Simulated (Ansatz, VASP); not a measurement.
# Two plane-wave programs on NaH

```
CELL_PARAMETERS angstrom
3.91337 0.00000 0.00000
-1.95669 3.38908 0.00000
0.00000 0.00000 4.77955
ATOMIC_POSITIONS crystal
Na 0.33333 0.66667 0.25000
Na 0.66667 0.33333 0.75000
H 0.66667 0.33333 0.25000
H 0.33333 0.66667 0.75000
```

Alike in both runs: task single point; functional r2SCAN; k mesh 6 × 6 × 4; no spin polarisation.

|  | VASP | Ansatz |
| --- | --- | --- |
| version | VASP 6.6.1 | Ansatz 0.2.0 |
| potentials or method | VASP PAW PBE potentials, release 64 (Na_pv, H) | plane waves, PAW |
| plane-wave cutoff (eV) | 520 | 500 |
| occupations | gaussian, width 0.01 eV | fixed |
| valence electrons in the cell | 16 | 20 |

VASP gave:

* gap on the k mesh at the Fermi level (eV): 3.69
* pressure (GPa): 0.5
* traceless stress, the component that is largest in VASP (GPa): -0.10

Q: Estimate Ansatz's values.

A: gap on the k mesh at the Fermi level (eV): 3.68; pressure (GPa): 0.6; traceless stress, the component that is largest in VASP (GPa): -0.01.

VASP's potentials were made for PBE, not for r2SCAN. VASP's potentials hold 16 valence electrons a cell and Ansatz's 20, so a difference there can come from the potentials and not from the codes.
